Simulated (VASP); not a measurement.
The system is Au.

```xyz
2
Lattice="-2.5358 2.5358 1.3845 2.5358 -2.5358 1.3845 2.5358 2.5358 -1.3845" Properties=species:S:1:pos:R:3 pbc="T T T"
Au    0.0000    0.0000    0.0000
Au    0.0000    2.5358    0.6923
```

- Program: VASP 6.6.1
- Task: relaxation of cell and atoms
- Functional: LDA
- Potentials or basis: VASP PAW LDA potentials, release 64 (Au)
- Cutoff: 600 eV
- k mesh: 13 × 13 × 9
- Occupations: fermi-dirac, width 0.1 eV
- Spin: no spin polarisation

At the start: pressure 3.7 GPa; volume 17.81 Å³/atom.

Where does the relaxation end?

Over 8 steps the energy falls by 37.3 meV/atom and the volume is 18.16 Å³/atom (+2.0 %); space group I4_1/amd (No. 141, to 0.1 Å) before and after.

Step by step:
```
step  energy change (eV)  largest force (eV/Å)  pressure (GPa)  volume (Å³)
   1              0.0000                0.0002            3.75        35.61
   2             -0.0477                0.0026           -5.31        37.73
   3             -0.0645                0.0021           -2.99        37.00
   4             -0.0571                0.0007            3.30        35.75
   5             -0.0742                0.0009           -0.48        36.44
   6             -0.0742                0.0008           -0.43        36.43
   7             -0.0744                0.0023            0.28        36.26
   8             -0.0745                0.0012           -0.02        36.32
```

Final structure:
```
Au
1.0
    -2.60555    2.60555    1.33793
     2.60555   -2.60555    1.33793
     2.60454    2.60454   -1.33787
Au
2
Cartesian
  -2.6055 2.6055 1.3379
  -0.0006 2.6051 0.6690
```
